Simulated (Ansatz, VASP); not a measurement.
MgO in VASP and in Ansatz

The input INCAR:

```
ALGO = Normal
EDIFF = 1E-6
ENCUT = 520
GGA = PE
ISIF = 2
ISMEAR = 0
LASPH = True
LCHARG = False
LREAL = False
LWAVE = False
NBANDS = 11
NELM = 80
PREC = Accurate
SIGMA = 0.05
```

The input KPOINTS:

```
k-points
0
Gamma
  12 12 10
```

The input POSCAR:

```
MgO
1.0
    3.1012593483      0.0000000000      0.0000000000
   -1.5506296742      2.6857693793      0.0000000000
    0.0000000000      0.0000000000      2.4046190415
Mg O
1 1
Direct
    0.0000000000      0.0000000000      0.0000000000
    0.3333333333      0.6666666667      0.5000000000
```

Input for Ansatz:

```yaml
crystal:
  lattice:
    - [3.1012593483, 0.0, 0.0]
    - [-1.5506296742, 2.6857693793, 0.0]
    - [0.0, 0.0, 2.4046190415]
  atoms:
    - { symbol: Mg, position: [0.0, 0.0, 0.0] }
    - { symbol: O, position: [0.3333333333, 0.6666666667, 0.5] }
basis:
  ecutwfc: 420
kpoints:
  mp_grid: { grid: [12, 12, 10] }
hamiltonian:
  xc: pbe
scf:
  occupations: { method: gaussian, width: 0.05 }
output:
  forces: true
  stress: true
  eigenvalues: true
```

Alike in both runs: task single point; functional PBE; k mesh 12 × 12 × 10; occupations gaussian, width 0.05 eV; no spin polarisation.

```csv
,VASP,Ansatz
version,VASP 6.6.1,Ansatz 0.2.0
potentials or method,"VASP PAW PBE potentials, release 64 (Mg, O), cutoff 520 eV","scalar-relativistic, plane waves, PAW"
valence electrons in the cell,8,16
```

Ansatz gave:

* gap on the k mesh at the Fermi level (eV): 1.27
* least direct gap on the mesh (eV): 1.44
* pressure (GPa): 6.7
* traceless stress, the component that is largest in VASP (GPa): 59.73

**Question.** What did VASP give for the same quantities?

**Answer.** gap on the k mesh at the Fermi level (eV): 1.25; least direct gap on the mesh (eV): 1.42; pressure (GPa): 6.2; traceless stress, the component that is largest in VASP (GPa): 59.96.

The functional is the same, so the differences come from potentials, cutoffs and numerics. VASP's potentials hold 8 valence electrons a cell and Ansatz's 16, so a difference there can come from the potentials and not from the codes.
